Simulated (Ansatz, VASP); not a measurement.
# Two plane-wave programs on SnSe

```
Sn Se
1.0
     0.00000    2.99023    2.99023
     2.99023    0.00000    2.99023
     2.99023    2.99023    0.00000
Sn Se
1 1
Direct
  0.00000 0.00000 0.00000
  0.50000 0.50000 0.50000
```

Change from the starting cell: volume scaled by 0.98, PAW files.

Alike in both runs: task electric field gradients; functional PBEsol; k mesh 11 × 11 × 11; occupations fermi-dirac, width 0.05 eV; no spin polarisation.

```csv
,VASP,Ansatz
version,VASP 6.6.1,Ansatz 0.2.0
potentials or method,"VASP PAW PBE potentials, release 64 (Sn_d, Se)","PAW with Ansatz's default frozen-core files, scalar-relativistic"
plane-wave cutoff (eV),520,420
valence electrons in the cell,20,30
```

```csv
,VASP,Ansatz,Ansatz less VASP
pressure (GPa),-0.8,-0.8,-0.03
```

VASP's potentials were made for PBE, not for PBEsol. VASP's potentials hold 20 valence electrons a cell and Ansatz's 30, so a difference there can come from the potentials and not from the codes.
